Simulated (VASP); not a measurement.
# PbO in VASP: further runs

PbO is run at these levels: PBE, PBE-based screened hybrid with 10 % exact exchange, r2SCAN; tasks: single point, relaxation of the atoms, relaxation of cell and atoms.

All numbers are computed with VASP 6.6.1; they aren't measurements. Logs are shortened: lines on timing, memory, paths and dates and some standing lists are left out, and cuts for length are marked.

### Step 1. The cell of the first run

It takes space group P4/nmm (No. 129, tetragonal). Conventional cell: a = 3.990 Å, b = 3.990 Å, c = 5.010 Å, α = 90.00°, β = 90.00°, γ = 90.00°. Pb (site symmetry 4mm) has 4 O at 2.33 Å within 3.1 Å. O (site symmetry -4m2) has 4 Pb at 2.33 Å and 4 O at 2.82 Å within 3.1 Å.

### Step 2. Single point, PBE

The input, INCAR:

```
SYSTEM = PbO
ALGO     = Normal         ! electronic algorithm
EDIFF    = 1E-6           ! SCF threshold, eV
ENCUT    = 600            ! plane-wave cutoff, eV
GGA      = PE             ! functional
GGA_COMPAT= .False.      
ISIF     = 2              ! what is computed and relaxed
ISMEAR   = -1             ! smearing method
LASPH    = .True.         ! aspherical terms in the spheres
LCHARG   = .True.         ! write CHGCAR
LELF     = .True.         ! ELF
LREAL    = .False.        ! projectors in reciprocal space
LVHAR    = .True.       
LWAVE    = .False.        ! write WAVECAR
NBANDS   = 28             ! bands
NELM     = 120            ! most SCF steps
PREC     = Accurate       ! precision mode
SIGMA    = 0.05           ! smearing width, eV
```

The input, KPOINTS:

```
k-points
0
Gamma
  4 4 3
  0 0 0
```

The input, POSCAR:

```
PbO
1.0
    3.9900000000      0.0000000000      0.0000000000
    0.0000000000      3.9900000000      0.0000000000
    0.0000000000      0.0000000000      5.0100000000
Pb O
2 2
Direct
    0.5000000000      0.0000000000      0.7600000000
    0.0000000000      0.5000000000      0.2400000000
    0.5000000000      0.5000000000      0.0000000000
    0.0000000000      0.0000000000      0.0000000000
```

Potentials or basis: VASP PAW PBE potentials, release 64 (Pb_d, O).

Started as:

```console
cat potpaw_PBE.64/Pb_d/POTCAR potpaw_PBE.64/O/POTCAR > POTCAR
mpirun -np 1 vasp_std > vasp.out
```

OUTCAR:

```text
SYSTEM = PbO
   EDIFF = 1E-6
   ENCUT = 600
   GGA = PE
   ISIF = 2
   ISMEAR = -1
   LASPH = .True.
   LREAL = .False.
   NELM = 120
   PREC = Accurate

 ion  position               nearest neighbor table
   1  0.500  0.000  0.760-   3 2.33   4 2.33   3 2.33   4 2.33   2 3.71   2 3.71   2 3.71   2 3.71
                             2 3.84   2 3.84   2 3.84   2 3.84
   2  0.000  0.500  0.240-   3 2.33   4 2.33   4 2.33   3 2.33   1 3.71   1 3.71   1 3.71   1 3.71
                             1 3.84   1 3.84   1 3.84   1 3.84
   3  0.500  0.500  0.000-   1 2.33   2 2.33   1 2.33   2 2.33
   4  0.000  0.000  0.000-   1 2.33   2 2.33   2 2.33   1 2.33

  LATTYP: Found a simple tetragonal cell.
 ALAT       =     3.9900000000
 C/A-ratio  =     1.2556390977

  Lattice vectors:

 A1 = (   3.9900000000,   0.0000000000,   0.0000000000)
 A2 = (   0.0000000000,   3.9900000000,   0.0000000000)
 A3 = (   0.0000000000,   0.0000000000,   5.0100000000)

Analysis of symmetry for initial positions (statically):
=====================================================================
 Subroutine PRICEL returns:
 Original cell was already a primitive cell.

 Routine SETGRP: Setting up the symmetry group for a
 simple tetragonal supercell.

 Subroutine GETGRP returns: Found 16 space group operations
 (whereof  8 operations were pure point group operations)
 out of a pool of 16 trial point group operations.

The static configuration has the point symmetry D_2d.
 The point group associated with its full space group is D_4h.

Analysis of symmetry for dynamics (positions and initial velocities):
=====================================================================
 Subroutine PRICEL returns:
 Original cell was already a primitive cell.

 Routine SETGRP: Setting up the symmetry group for a
 simple tetragonal supercell.

 Subroutine GETGRP returns: Found 16 space group operations
 (whereof  8 operations were pure point group operations)
 out of a pool of 16 trial point group operations.

The dynamic configuration has the point symmetry D_2d.
 The point group associated with its full space group is D_4h.

 Subroutine INISYM returns: Found 16 space group operations
 (whereof  8 operations are pure point group operations),
 and found     1 'primitive' translations

----------------------------------------------------------------------------------------

                                     Primitive cell

  volume of cell :      79.7597

  direct lattice vectors                    reciprocal lattice vectors
     3.990000000  0.000000000  0.000000000     0.250626566  0.000000000  0.000000000
     0.000000000  3.990000000  0.000000000     0.000000000  0.250626566  0.000000000
     0.000000000  0.000000000  5.010000000     0.000000000  0.000000000  0.199600798

  length of vectors
     3.990000000  3.990000000  5.010000000     0.250626566  0.250626566  0.199600798

  position of ions in fractional coordinates (direct lattice)
     0.500000000  0.000000000  0.760000000
     0.000000000  0.500000000  0.240000000
     0.500000000  0.500000000  0.000000000
     0.000000000  0.000000000  0.000000000

  ion indices of the primitive-cell ions
   primitive index   ion index
                 1           1
                 2           2
                 3           3
                 4           4

----------------------------------------------------------------------------------------

 KPOINTS: k-points

Automatic generation of k-mesh.
 Grid dimensions read from file:
 generate k-points for:    4    4    3

 Generating k-lattice:

  Cartesian coordinates                     Fractional coordinates (reciprocal lattice)
     0.062656642  0.000000000  0.000000000     0.250000000  0.000000000  0.000000000
     0.000000000  0.062656642  0.000000000     0.000000000  0.250000000  0.000000000
     0.000000000  0.000000000  0.066533599     0.000000000  0.000000000  0.333333333

  Length of vectors
     0.062656642  0.062656642  0.066533599

  Shift w.r.t. Gamma in fractional coordinates (k-lattice)
     0.000000000  0.000000000  0.000000000

 Subroutine IBZKPT returns following result:
 ===========================================

 Found     12 irreducible k-points:

 Following reciprocal coordinates:
            Coordinates               Weight
  0.000000  0.000000  0.000000      1.000000
  0.250000  0.000000  0.000000      4.000000
  0.500000  0.000000  0.000000      2.000000
  0.250000  0.250000  0.000000      4.000000
  0.500000  0.250000  0.000000      4.000000
  0.500000  0.500000  0.000000      1.000000
  0.000000  0.000000  0.333333      2.000000
  0.250000  0.000000  0.333333      8.000000
  0.500000  0.000000  0.333333      4.000000
  0.250000  0.250000  0.333333      8.000000
  0.500000  0.250000  0.333333      8.000000
  0.500000  0.500000  0.333333      2.000000
   k-points           NKPTS =     12   k-points in BZ     NKDIM =     12   number of bands    NBANDS=     28
   number of dos      NEDOS =    301   number of ions     NIONS =      4
   total plane-waves  NPLWV =  40960
   dimension x,y,z NGX =    32 NGY =   32 NGZ =   40
   dimension x,y,z NGXF=    64 NGYF=   64 NGZF=   80
   ions per type =               2   2
   NGX,Y,Z   is equivalent  to a cutoff of  13.33, 13.33, 13.27 a.u.
   NGXF,Y,Z  is equivalent  to a cutoff of  26.67, 26.67, 26.55 a.u.
 SYSTEM =  PbO
   PREC   = accura    normal or accurate (medium, high low for compatibility)
   ISTART =      0    job   : 0-new  1-cont  2-samecut
   ICHARG =      2    charge: 1-file 2-atom 10-const
   ISPIN  =      1    spin polarized calculation?
   LNONCOLLINEAR =      F non collinear calculations
   LSORBIT =      F    spin-orbit coupling
   LASPH  =      T    aspherical Exc in radial PAW
   ENCUT  =  600.0 eV  44.10 Ry    6.64 a.u.   7.97  7.97 10.01*2*pi/ulx,y,z
   NELM   =    120;   NELMIN=  2; NELMDL= -5     # of ELM steps
   EDIFF  = 0.1E-05   stopping-criterion for ELM
   LREAL  =      F    real-space projection
   EDIFFG = 0.1E-04   stopping-criterion for IOM
   NSW    =      0    number of steps for IOM
   IBRION =     -1    ionic relax: 0-MD 1-quasi-New 2-CG
   NFREE  =      0    steps in history (QN), initial steepest desc. (CG)
   ISIF   =      2    stress and relaxation
   ISYM   =      2    0-nonsym 1-usesym 2-fastsym
   POTIM  = 0.5000    time-step for ionic-motion
   TEBEG  =    0.0;   TEEND  =   0.0 temperature during run
   PSTRESS=    0.0 pullay stress
   NELECT =      40.0000    total number of electrons
   NUPDOWN=      -1.0000    fix difference up-down
   EMIN   =  10.00;   EMAX   =-10.00  energy-range for DOS
   EFERMI =   0.00;   METHOD = LEGACY
   ISMEAR =    -1;   SIGMA  =   0.05  broadening in eV -4-tet -1-fermi 0-gaus
   EFERMI_NEDOS =   21; number of points for ismear=-14 and -15
   IALGO  =     38    algorithm
   IMIX   =      4    mixing-type and parameters
     AMIX     =   0.40;   BMIX     =  1.00
     AMIX_MAG =   1.60;   BMIX_MAG =  1.00
  volume/ion in A,a.u.               =      19.94       134.56
  Fermi-wavevector in a.u.,A,eV,Ry     =   1.300670  2.457909 23.017539  1.691741
  Thomas-Fermi vector in A             =   2.431853
   LORBIT       =      0    0 simple, 1 ext, 2 COOP (PROOUT), +10 PAW based schemes
   GGA     = PE    functional components
   LHFCALC =     F    Hartree Fock is set to
   AEXX    =    0.0000 exact exchange contribution
   IVDW    =     0    specifies the selected vdW correction
   LEPSILON=     F    determine dielectric tensor
   LRPA    =     F    only Hartree local field effects (RPA)
 non-spin polarized calculation
  energy-cutoff  :      600.00
  volume of cell :       79.76
 maximum number of plane-waves:      2676
 NGX is ok and might be reduce to    32
   NGX = 15   NGY = 15   NGZ = 21

 number of electron      40.0000002 magnetization

 Free energy of the ion-electron system (eV)
  ---------------------------------------------------
  ext. energy  EPLUGINS =         0.00000000
  ---------------------------------------------------
  free energy    TOTEN  =       -21.43737861 eV

  energy without entropy =      -21.43737789  energy(sigma->0) =      -21.43737825

 E-fermi :   5.6383     XC(G=0):  -9.8275

 val. band max:        5.0750429976   @ k =   0.0000   0.0000   0.0000
 cond. band min:       6.2335555088   @ k =   0.5000   0.5000   0.0000
 fundamental gap:      1.1585125112
 Fermi energy:         5.6383042495

 k-point     1 :       0.0000    0.0000    0.0000
  band No.  band energies     occupation
      1     -13.1770      2.00000
      2     -12.6705      2.00000
      3     -10.9311      2.00000
      4     -10.9311      2.00000
      5     -10.8741      2.00000
      6     -10.8545      2.00000
[... 20 lines left out ...]
     27      12.5456      0.00000
     28      13.1179      0.00000

 k-point     2 :       0.2500    0.0000    0.0000
  band No.  band energies     occupation
      1     -13.0617      2.00000
      2     -12.7139      2.00000
      3     -10.9021      2.00000
      4     -10.9000      2.00000
      5     -10.8314      2.00000
      6     -10.8238      2.00000
[... 20 lines left out ...]
     27      13.0212      0.00000
     28      15.9127      0.00000

 k-point     3 :       0.5000    0.0000    0.0000
  band No.  band energies     occupation
      1     -12.8562      2.00000
      2     -12.8562      2.00000
      3     -10.8395      2.00000
      4     -10.8395      2.00000
      5     -10.8390      2.00000
      6     -10.8390      2.00000
[... 20 lines left out ...]
     27      14.2227      0.00000
     28      14.2227      0.00000

 k-point     4 :       0.2500    0.2500    0.0000
  band No.  band energies     occupation
      1     -12.9811      2.00000
      2     -12.7441      2.00000
      3     -10.8944      2.00000
      4     -10.8438      2.00000
      5     -10.8077      2.00000
      6     -10.8012      2.00000
[... 20 lines left out ...]
     27      13.9395      0.00000
     28      14.6030      0.00000

 k-point     5 :       0.5000    0.2500    0.0000
  band No.  band energies     occupation
      1     -12.8425      2.00000
      2     -12.8425      2.00000
      3     -10.8277      2.00000
      4     -10.8277      2.00000
      5     -10.8166      2.00000
      6     -10.8166      2.00000
[... 20 lines left out ...]
     27      13.8174      0.00000
     28      13.8174      0.00000

 k-point     6 :       0.5000    0.5000    0.0000
  band No.  band energies     occupation
      1     -12.8342      2.00000
      2     -12.8342      2.00000
      3     -10.8490      2.00000
      4     -10.8490      2.00000
      5     -10.7444      2.00000
      6     -10.7444      2.00000
[... 20 lines left out ...]
     27      13.8883      0.00000
     28      13.8883      0.00000

 k-point     7 :       0.0000    0.0000    0.3333
  band No.  band energies     occupation
      1     -13.1579      2.00000
      2     -12.6574      2.00000
      3     -10.8914      2.00000
      4     -10.8914      2.00000
      5     -10.8813      2.00000
      6     -10.8375      2.00000
[... 20 lines left out ...]
     27      13.3961      0.00000
     28      13.6400      0.00000

 k-point     8 :       0.2500    0.0000    0.3333
  band No.  band energies     occupation
      1     -13.0572      2.00000
      2     -12.7102      2.00000
      3     -10.8986      2.00000
      4     -10.8686      2.00000
      5     -10.8366      2.00000
      6     -10.8264      2.00000
[... 20 lines left out ...]
     27      13.9280      0.00000
     28      15.8049      0.00000

 k-point     9 :       0.5000    0.0000    0.3333
  band No.  band energies     occupation
      1     -12.8647      2.00000
      2     -12.8647      2.00000
      3     -10.8862      2.00000
      4     -10.8862      2.00000
      5     -10.8319      2.00000
      6     -10.8319      2.00000
[... 20 lines left out ...]
     27      14.7257      0.00000
     28      14.7257      0.00000

 k-point    10 :       0.2500    0.2500    0.3333
  band No.  band energies     occupation
      1     -12.9825      2.00000
      2     -12.7422      2.00000
      3     -10.8753      2.00000
      4     -10.8593      2.00000
      5     -10.8107      2.00000
      6     -10.8029      2.00000
[... 20 lines left out ...]
     27      14.7890      0.00000
     28      15.6790      0.00000

 k-point    11 :       0.5000    0.2500    0.3333
  band No.  band energies     occupation
      1     -12.8463      2.00000
      2     -12.8463      2.00000
      3     -10.8538      2.00000
      4     -10.8538      2.00000
      5     -10.7923      2.00000
      6     -10.7923      2.00000
[... 20 lines left out ...]
     27      15.0886      0.00000
     28      15.0886      0.00000

 k-point    12 :       0.5000    0.5000    0.3333
  band No.  band energies     occupation
      1     -12.8332      2.00000
      2     -12.8332      2.00000
      3     -10.8200      2.00000
      4     -10.8200      2.00000
      5     -10.7572      2.00000
      6     -10.7572      2.00000
[... 20 lines left out ...]
     27      15.3126      0.00000
     28      15.3126      0.00000

------------------------ aborting loop because EDIFF is reached ----------------------------------------

  FORCE on cell =-STRESS in cart. coord.  units (eV):
  Direction    XX          YY          ZZ          XY          YZ          ZX
  --------------------------------------------------------------------------------------
  -------------------------------------------------------------------------------------
  Total        1.7078345      1.7078345      1.1189281      0.0000000     -0.0000000      0.0000000
  in kB       34.3062193     34.3062193     22.4765290      0.0000000     -0.0000000      0.0000000
  external PRESSURE =      30.3629892 kB  Pullay stress =       0.0000000 kB

 VOLUME and BASIS-vectors are now :
 -----------------------------------------------------------------------------
  energy-cutoff  :      600.00
  volume of cell :       79.76
      direct lattice vectors                 reciprocal lattice vectors
     3.990000000  0.000000000  0.000000000     0.250626566  0.000000000  0.000000000
     0.000000000  3.990000000  0.000000000     0.000000000  0.250626566  0.000000000
     0.000000000  0.000000000  5.010000000     0.000000000  0.000000000  0.199600798

 POSITION                                       TOTAL-FORCE (eV/Angst)
 -----------------------------------------------------------------------------------
      1.99500      0.00000      3.80760        -0.000000     -0.000000     -0.024100
      0.00000      1.99500      1.20240         0.000000      0.000000      0.024100
      1.99500      1.99500      0.00000         0.000000     -0.000000      0.000000
      0.00000      0.00000      0.00000         0.000000      0.000000      0.000000
 -----------------------------------------------------------------------------------
    total drift:                                0.000000     -0.000000     -0.000000

  FREE ENERGIE OF THE ION-ELECTRON SYSTEM (eV)
  ---------------------------------------------------
  free  energy   TOTEN  =       -21.4373786098 eV

  energy  without entropy=      -21.4373778950  energy(sigma->0) =      -21.43737825
```

Run time: 55 s. Hardware: 1 thread of Intel Xeon 8259CL, shared host; peak memory 0.2 GiB.

Results:

```
Free energy            : -21.4374 eV
Pressure               : 3.0 GPa
Largest force          : 0.024 eV/Å
Band gap on the k mesh : 1.16 eV (least direct gap 2.11 eV)
```

Forces on the atoms (eV/Å):
```
Pb   0.000  0.000 -0.024
Pb   0.000  0.000  0.024
O    0.000  0.000  0.000
O    0.000  0.000  0.000
```

Caveat: the cell stands under pressure; spin-orbit coupling is left out, which moves the levels of the heavy elements; an odd mesh through Γ misses points on the zone boundary, where band edges can lie.

### Step 3. Single point, PBE-based screened hybrid with 10 % exact exchange

POSCAR is that of step 2.

The input, INCAR.step1:

```
SYSTEM = PbO
  PREC = Accurate
  ENCUT = 520
  EDIFF = 1E-5
  ISMEAR = -1
  SIGMA = 0.05
  LREAL = .FALSE.
  LASPH = .TRUE.
  NELM = 120
  ALGO = Normal
  ISIF = 2
  LWAVE = .TRUE.
  LCHARG = .FALSE.
  NBANDS = 28
  GGA = PE
  GGA_COMPAT = .FALSE.
```

The input, INCAR.step2:

```
SYSTEM = PbO
  PREC = Accurate
  ENCUT = 520
  EDIFF = 1E-6
  ISMEAR = -1
  SIGMA = 0.05
  LREAL = .FALSE.
  LASPH = .TRUE.
  NELM = 120
  ALGO = Normal
  ISIF = 2
  LWAVE = .FALSE.
  LCHARG = .FALSE.
  GGA = PE
  LHFCALC = .TRUE.
  AEXX = 0.1
  HFSCREEN = 0.2078699
  PRECFOCK = Normal
  NBANDS = 28
  ISTART = 1
  GGA_COMPAT = .FALSE.
```

The input, KPOINTS:

```
Automatic mesh
0
G
  4 4 3
  0 0 0
```

Potentials or basis: VASP PAW PBE potentials, release 64 (Pb_d, O).

Started as:

```console
cat potpaw_PBE.64/Pb_d/POTCAR potpaw_PBE.64/O/POTCAR > POTCAR
cp INCAR.step1 INCAR
mpirun -np 1 vasp_std > vasp.out
cp INCAR.step2 INCAR
mpirun -np 1 vasp_std > vasp.out
```

Run time: 48 min. Hardware: 1 thread of Intel Xeon 8259CL, shared host; peak memory 0.32 GiB.

The run converged. Its results:

```yaml
Free_energy: -23.3993 eV
Pressure: 1.5 GPa
Largest_force: 0.226 eV/Å
Band_gap_on_the_k_mesh: 1.41 eV (least direct gap 2.53 eV)
```

Forces on the atoms (eV/Å):
```
Pb   0.000  0.000  0.226
Pb   0.000  0.000 -0.226
O    0.000  0.000  0.000
O    0.000  0.000  0.000
```

Stress tensor (GPa, compression positive):
```
1.74 0.00 0.00
0.00 1.74 0.00
0.00 0.00 0.96
```

Levels at points of the mesh, in eV from the valence-band top:
```tsv
k point	band 16	band 17	band 18	band 19	band 20	band 21	band 22	band 23	band 24	band 25
(0.00, 0.00, 0.00)	-4.43	-1.84	-1.75	-1.75	0.00	2.75	5.93	5.93	5.98	7.05
(0.50, 0.00, 0.00)	-3.34	-3.14	-3.14	-1.74	-1.74	3.72	3.72	7.05	7.05	7.10
(0.50, 0.50, 0.00)	-3.57	-1.73	-1.73	-1.12	-1.12	1.41	1.41	5.61	5.61	8.37
```

Caveat: the PAW data sets were made with another functional, which shifts forces and pressure a little; spin-orbit coupling is left out, which moves the levels of the heavy elements; an odd mesh through Γ misses points on the zone boundary, where band edges can lie.

[end of part 1 of 2]
